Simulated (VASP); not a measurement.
# Al (Fm-3m) in VASP: a series of runs

Runs on Al. Level: PBE. Tasks: single point.

Program: VASP 6.6.1. These are calculated values, not measurements. Logs are shortened: lines on timing, memory, paths and dates and some standing lists are left out, and cuts for length are marked.

## Step 1: The cell of the first run

The structure is cubic, space group Fm-3m (No. 225). Conventional cell: a = 4.042 Å, b = 4.042 Å, c = 4.042 Å, α = 90.00°, β = 90.00°, γ = 90.00°. Al (site symmetry m-3m) has 12 Al at 2.86 Å within 3.8 Å.

## Step 2: Single point, PBE

INCAR reads:

```
SYSTEM = Al
  PREC = Accurate
  ENCUT = 520
  EDIFF = 1E-7
  ISMEAR = 0
  SIGMA = 0.1
  LREAL = .False.
  LASPH = .True.
  NELM = 60
  ALGO = Fast
  ISIF = 2
  LWAVE = .False.
  LCHARG = .False.
  GGA = PE
  NBANDS = 8
```

KPOINTS reads:

```
Automatic mesh
0
Gamma
  18 18 18
  0 0 0
```

POSCAR reads:

```
Al
1.0
    0.0000000000      2.0208104603      2.0208104603
    2.0208104603      0.0000000000      2.0208104603
    2.0208104603      2.0208104603      0.0000000000
Al
1
Direct
    0.0000000000      0.0000000000      0.0000000000
```

Potentials or basis: VASP PAW PBE potentials, release 64 (Al).

Launch:

```console
cat potpaw_PBE.64/Al/POTCAR > POTCAR
mpirun -np 1 vasp_std > vasp.out
```

OUTCAR:

```text
SYSTEM = Al
   PREC = Accurate
   ENCUT = 520
   EDIFF = 1E-7
   ISMEAR = 0
   LREAL = .False.
   LASPH = .True.
   NELM = 60
   ISIF = 2
   GGA = PE

 ion  position               nearest neighbor table
   1  0.000  0.000  0.000-

  LATTYP: Found a face centered cubic cell.
 ALAT       =     4.0416209206

  Lattice vectors:

 A1 = (   0.0000000000,   2.0208104603,   2.0208104603)
 A2 = (   2.0208104603,   0.0000000000,   2.0208104603)
 A3 = (   2.0208104603,   2.0208104603,   0.0000000000)

Analysis of symmetry for initial positions (statically):
=====================================================================
 Subroutine PRICEL returns:
 Original cell was already a primitive cell.

 Routine SETGRP: Setting up the symmetry group for a
 face centered cubic supercell.

 Subroutine GETGRP returns: Found 48 space group operations
 (whereof 48 operations were pure point group operations)
 out of a pool of 48 trial point group operations.

The static configuration has the point symmetry O_h .

Analysis of symmetry for dynamics (positions and initial velocities):
=====================================================================
 Subroutine PRICEL returns:
 Original cell was already a primitive cell.

 Routine SETGRP: Setting up the symmetry group for a
 face centered cubic supercell.

 Subroutine GETGRP returns: Found 48 space group operations
 (whereof 48 operations were pure point group operations)
 out of a pool of 48 trial point group operations.

The dynamic configuration has the point symmetry O_h .

 Subroutine INISYM returns: Found 48 space group operations
 (whereof 48 operations are pure point group operations),
 and found     1 'primitive' translations

----------------------------------------------------------------------------------------

                                     Primitive cell

  volume of cell :      16.5047

  direct lattice vectors                    reciprocal lattice vectors
     0.000000000  2.020810460  2.020810460    -0.247425481  0.247425481  0.247425481
     2.020810460  0.000000000  2.020810460     0.247425481 -0.247425481  0.247425481
     2.020810460  2.020810460  0.000000000     0.247425481  0.247425481 -0.247425481

  length of vectors
     2.857857560  2.857857560  2.857857560     0.428553504  0.428553504  0.428553504

  position of ions in fractional coordinates (direct lattice)
     0.000000000  0.000000000  0.000000000

  ion indices of the primitive-cell ions
   primitive index   ion index
                 1           1

[... 73 lines left out ...]
   EDIFFG = 0.1E-05   stopping-criterion for IOM
   NSW    =      0    number of steps for IOM
   IBRION =     -1    ionic relax: 0-MD 1-quasi-New 2-CG
   NFREE  =      0    steps in history (QN), initial steepest desc. (CG)
   ISIF   =      2    stress and relaxation
   ISYM   =      2    0-nonsym 1-usesym 2-fastsym
   POTIM  = 0.5000    time-step for ionic-motion
   TEBEG  =    0.0;   TEEND  =   0.0 temperature during run
   PSTRESS=    0.0 pullay stress
   NELECT =       3.0000    total number of electrons
   NUPDOWN=      -1.0000    fix difference up-down
   EMIN   =  10.00;   EMAX   =-10.00  energy-range for DOS
   EFERMI =   0.00;   METHOD = LEGACY
   ISMEAR =     0;   SIGMA  =   0.10  broadening in eV -4-tet -1-fermi 0-gaus
   EFERMI_NEDOS =   21; number of points for ismear=-14 and -15
   IALGO  =     68    algorithm
   IMIX   =      4    mixing-type and parameters
     AMIX     =   0.40;   BMIX     =  1.00
     AMIX_MAG =   1.60;   BMIX_MAG =  1.00
  volume/ion in A,a.u.               =      16.50       111.38
  Fermi-wavevector in a.u.,A,eV,Ry     =   0.927356  1.752448 11.700855  0.859989
  Thomas-Fermi vector in A             =   2.053417
   LORBIT       =      0    0 simple, 1 ext, 2 COOP (PROOUT), +10 PAW based schemes
   GGA     = PE    functional components
   LHFCALC =     F    Hartree Fock is set to
   AEXX    =    0.0000 exact exchange contribution
   IVDW    =     0    specifies the selected vdW correction
   LEPSILON=     F    determine dielectric tensor
   LRPA    =     F    only Hartree local field effects (RPA)
 non-spin polarized calculation
 RMM-DIIS sequential band-by-band and
 Gauss-broadening in eV      SIGMA  =   0.10
  energy-cutoff  :      520.00
  volume of cell :       16.50
 maximum number of plane-waves:       459
 NGX is ok and might be reduce to    24

 number of electron       3.0000000 magnetization

 Free energy of the ion-electron system (eV)
  ---------------------------------------------------
  ext. energy  EPLUGINS =         0.00000000
  ---------------------------------------------------
  free energy    TOTEN  =        -3.74453035 eV

  energy without entropy =       -3.74160782  energy(sigma->0) =       -3.74306908

 E-fermi :   7.9884     XC(G=0): -10.1955

 val. band max:        7.9821716961   @ k =  -0.2778   0.2778   0.0556
 cond. band min:       7.9895799864   @ k =  -0.2778   0.5000   0.2222
 fundamental gap:      0.0074082904
 Fermi energy:         7.9884064800

 k-point     1 :       0.0000    0.0000    0.0000
  band No.  band energies     occupation
      1      -3.1352      2.00000
      2      20.6149      0.00000
      3      20.6149      0.00000
      4      20.6149      0.00000
      5      22.1047      0.00000
      6      22.1047      0.00000
      7      22.1047      0.00000
      8      24.4610      0.00000
[... 243 lines left out ...]
 k-point    24 :      -0.2222    0.0556    0.0000
  band No.  band energies     occupation
      1      -1.4943      2.00000
      2      11.8375      0.00000
      3      17.2802      0.00000
      4      20.1312      0.00000
      5      21.8766      0.00000
      6      22.9270      0.00000
      7      23.3741      0.00000
      8      25.5762      0.00000

 [... further k-points ...]
[... 5 lines left out ...]
  --------------------------------------------------------------------------------------
  -------------------------------------------------------------------------------------
  Total       -0.0055949     -0.0055949     -0.0055949      0.0000000      0.0000000     -0.0000000
  in kB       -0.5431217     -0.5431217     -0.5431217      0.0000000      0.0000000     -0.0000000
  external PRESSURE =      -0.5431217 kB  Pullay stress =       0.0000000 kB

 VOLUME and BASIS-vectors are now :
 -----------------------------------------------------------------------------
  energy-cutoff  :      520.00
  volume of cell :       16.50
      direct lattice vectors                 reciprocal lattice vectors
     0.000000000  2.020810460  2.020810460    -0.247425481  0.247425481  0.247425481
     2.020810460  0.000000000  2.020810460     0.247425481 -0.247425481  0.247425481
     2.020810460  2.020810460  0.000000000     0.247425481  0.247425481 -0.247425481

 POSITION                                       TOTAL-FORCE (eV/Angst)
 -----------------------------------------------------------------------------------
      0.00000      0.00000      0.00000         0.000000      0.000000      0.000000
 -----------------------------------------------------------------------------------
    total drift:                               -0.000000      0.000000      0.000000

  FREE ENERGIE OF THE ION-ELECTRON SYSTEM (eV)
  ---------------------------------------------------
  free  energy   TOTEN  =        -3.7445303489 eV

  energy  without entropy=       -3.7416078162  energy(sigma->0) =       -3.74306908
```

stdout:

```text
POSCAR found type information on POSCAR Al
 POSCAR found :  1 types and       1 ions
 scaLAPACK will be used
 LDA part: xc-table for (Slater+PW92), standard interpolation
 POSCAR, INCAR and KPOINTS ok, starting setup
 FFT: planning ... GRIDC
 FFT: planning ... GRID_SOFT
 FFT: planning ... GRID
 WAVECAR not read
 entering main loop
```

It took 8.7 s on 1 thread of Intel Xeon 6975P-C (Granite Rapids), shared host; peak memory 0.14 GiB.

Results:

```yaml
Free_energy: -3.7445 eV
Pressure: -0.1 GPa
```

## Step 3: Single point, PBE

This run uses another cell than the first one: it holds 27 atoms, not 1.

INCAR reads:

```
PREC     = Accurate       # precision mode
ENCUT    = 520            # plane-wave cutoff, eV
EDIFF    = 1E-6           # SCF threshold, eV
ISMEAR   = 0              # smearing method
SIGMA    = 0.1            # smearing width, eV
LREAL    = Auto         
LASPH    = T              # aspherical terms in the spheres
NELM     = 100            # most SCF steps
ALGO     = Fast           # electronic algorithm
ISIF     = 2              # what is computed and relaxed
LWAVE    = F              # write WAVECAR
LCHARG   = F              # write CHGCAR
GGA      = PE             # functional
NBANDS   = 60             # bands
```

KPOINTS reads:

```
Automatic mesh
0
Gamma
  4 4 4
```

POSCAR reads:

```
Al
1.0
   -6.0624313810      6.0624313810      0.0000000000
    0.0000000000      6.0624313810     -6.0624313810
   -6.0624313810      0.0000000000     -6.0624313810
Al
27
Direct
    0.0000000000      0.6666666667      0.6666666667
    0.0000000000      0.3333333333      0.6666666667
    0.0000000000      0.6666666667      0.3333333333
    0.0000000000      0.0000000000      0.6666666667
    0.0000000000      0.3333333333      0.3333333333
    0.0000000000      0.6666666667      0.0000000000
    0.0000000000      0.0000000000      0.3333333333
    0.0000000000      0.3333333333      0.0000000000
    0.0000000000      0.0000000000      0.0000000000
    0.3333333333      0.6666666667      0.6666666667
    0.3333333333      0.3333333333      0.6666666667
    0.3333333333      0.6666666667      0.3333333333
    0.3333333333      0.0000000000      0.6666666667
    0.3333333333      0.3333333333      0.3333333333
    0.3333333333      0.6666666667      0.0000000000
    0.3333333333      0.0000000000      0.3333333333
    0.3333333333      0.3333333333      0.0000000000
    0.3333333333      0.0000000000      0.0000000000
    0.6666666667      0.6666666667      0.6666666667
    0.6666666667      0.3333333333      0.6666666667
    0.6666666667      0.6666666667      0.3333333333
    0.6666666667      0.0000000000      0.6666666667
    0.6666666667      0.3333333333      0.3333333333
    0.6666666667      0.6666666667      0.0000000000
    0.6666666667      0.0000000000      0.3333333333
    0.6666666667      0.3333333333      0.0000000000
    0.6666666667      0.0000000000      0.0000000000
```

Potentials or basis: VASP PAW PBE potentials, release 64 (Al).

Launch:

```console
cat potpaw_PBE.64/Al/POTCAR > POTCAR
mpirun -np 1 vasp_std > vasp.out
```

Wall time 2.3 min (1 thread of Intel Xeon 6975P-C (Granite Rapids), shared host); peak memory 0.59 GiB.

It converged, with:

```
Free energy : -101.3747 eV
Pressure    : 0.1 GPa
```

Levels at points of the mesh, in eV from the Fermi level:
```tsv
k point	band 36	band 37	band 38	band 39	band 40	band 41	band 42	band 43	band 44	band 45
(0.00, 0.00, 0.00)	-0.95	-0.95	-0.95	-0.95	0.52	0.52	0.52	0.52	0.52	0.52
(0.50, 0.00, 0.00)	-0.57	-0.57	-0.57	-0.57	-0.57	1.16	1.16	1.16	1.16	1.16
(0.50, 0.50, 0.00)	-1.47	-0.52	-0.52	-0.52	-0.52	0.91	0.91	0.91	0.91	1.83
```
